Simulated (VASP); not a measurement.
A run of VASP 6.6.1 is set up as follows.

The input POSCAR:

```
NaF
1.0
    3.7373261943      0.0000000000      0.0000000000
   -1.8686630971      3.3498441590      0.0000000000
    0.0000000000      0.0000000000      4.5514116987
Na F
2 2
Direct
    0.3359285025      0.6718570050      0.2500000000
    0.6640714975      0.3281429950      0.7500000000
    0.6636271292      0.3272542584      0.2500000000
    0.3363728708      0.6727457416      0.7500000000
```

File INCAR.step1:

```
PREC = Accurate ; ENCUT = 520
ISMEAR = 0 ; SIGMA = 0.01
LREAL = F ; LASPH = T
NELM = 100 ; NBANDS = 22
GGA = PE ; ALGO = Normal
EDIFF = 1E-4 ; LWAVE = T
LCHARG = F
```

Contents of INCAR.step2:

```
PREC = Accurate ; ENCUT = 520
EDIFF = 1E-6 ; ISMEAR = 0
SIGMA = 0.01 ; LREAL = F
LASPH = T ; NELM = 100
ALGO = Normal ; ISIF = 2
LWAVE = F ; LCHARG = T
METAGGA = R2SCAN ; LMIXTAU = T
LELF = T ; LVHAR = T
NBANDS = 22 ; ISTART = 1
```

File KPOINTS:

```
Automatic mesh
0
Gamma
  12 12 6
```

Potentials or basis: VASP PAW PBE potentials, release 64 (Na_pv, F).

The run is started by

```bash
$ cat potpaw_PBE.64/Na_pv/POTCAR potpaw_PBE.64/F/POTCAR > POTCAR
$ cp INCAR.step1 INCAR
$ mpirun -np 1 vasp_std > vasp.out
$ cp INCAR.step2 INCAR
$ mpirun -np 1 vasp_std > vasp.out
```

Estimate the band gap on the k mesh.

6.46 eV.

What does it give for the pressure?

1.2 GPa.

Stress tensor (GPa, compression positive):
```
1.72 0.00 0.00
0.00 1.52 0.00
0.00 0.00 0.24
```

Caveat: the cell differs from its parent crystal (uniaxial x strain -3.4%); the PAW data sets were made with another functional, which shifts forces and pressure a little. A k mesh can miss the band edges.
